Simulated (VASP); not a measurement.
Here is a VASP 6.6.1 calculation.

The input INCAR:

```
SYSTEM = Cu
ALGO = Normal
DIPOL = 0.5 0.5 0.489
EDIFF = 1E-6
ENCUT = 520
GGA = PS
IDIPOL = 3
ISIF = 2
ISMEAR = 0
LASPH = .True.
LCHARG = .False.
LDIPOL = .True.
LREAL = Auto
LWAVE = .False.
NBANDS = 96
NELM = 100
PREC = Accurate
SIGMA = 0.1
```

File KPOINTS:

```
k-points
0
Gamma
  12 12 1
  0 0 0
```

POSCAR

```
Cu
1.0
    5.1123820200      0.0000000000      0.0000000000
   -2.5561910200      4.4274527200      0.0000000000
    0.0000000000      0.0000000000     24.2613635166
Cu
15
Direct
    0.3333333340      0.1666666667      0.3709601892
    0.3333333334      0.6666666654      0.3709601892
    0.8333333353      0.1666666673      0.3709601892
    0.8333333346      0.6666666661      0.3709601892
    0.1666666667      0.3333333327      0.4569867297
    0.1666666661      0.8333333314      0.4569867297
    0.6666666680      0.3333333334      0.4569867297
    0.6666666673      0.8333333321      0.4569867297
    0.0045230835      0.0022615417      0.5402313541
   -0.0000000006      0.4999999987      0.5397374451
    0.4977384595      0.0022615424      0.5402313541
    0.4977384589      0.4954769159      0.5402313541
    0.3336943247      0.6668471611      0.6200458986
    0.8331528396      0.1663056760      0.6200458986
    0.8331528390      0.6668471617      0.6200458986
```

Potentials or basis: VASP PAW PBE potentials, release 64 (Cu).

Launch:

```console
$ cat potpaw_PBE.64/Cu/POTCAR > POTCAR
$ mpirun -np 1 vasp_std > vasp.out
```

Q: Predict the largest force.

A: 0.327 eV/Å.

Q: Predict the band gap on the k mesh.

A: Zero (an odd number of electrons rules out a gap without spin polarisation).

Forces in eV/Å, atoms in the order of the input:
```
Cu   0.000  0.000  0.276
Cu   0.011  0.006  0.308
Cu   0.000 -0.012  0.308
Cu  -0.011  0.006  0.308
Cu   0.004 -0.002 -0.327
Cu   0.000  0.004 -0.327
Cu  -0.004 -0.002 -0.327
Cu   0.000  0.000 -0.320
Cu  -0.015 -0.009 -0.003
Cu   0.000  0.000 -0.011
Cu   0.015 -0.009 -0.003
Cu   0.000  0.017 -0.003
Cu   0.001  0.001  0.041
Cu   0.000 -0.001  0.041
Cu  -0.001  0.001  0.041
```

Caveat: the cell differs from its parent crystal (atoms taken out); the PAW data sets were made with another functional, which shifts forces and pressure a little.
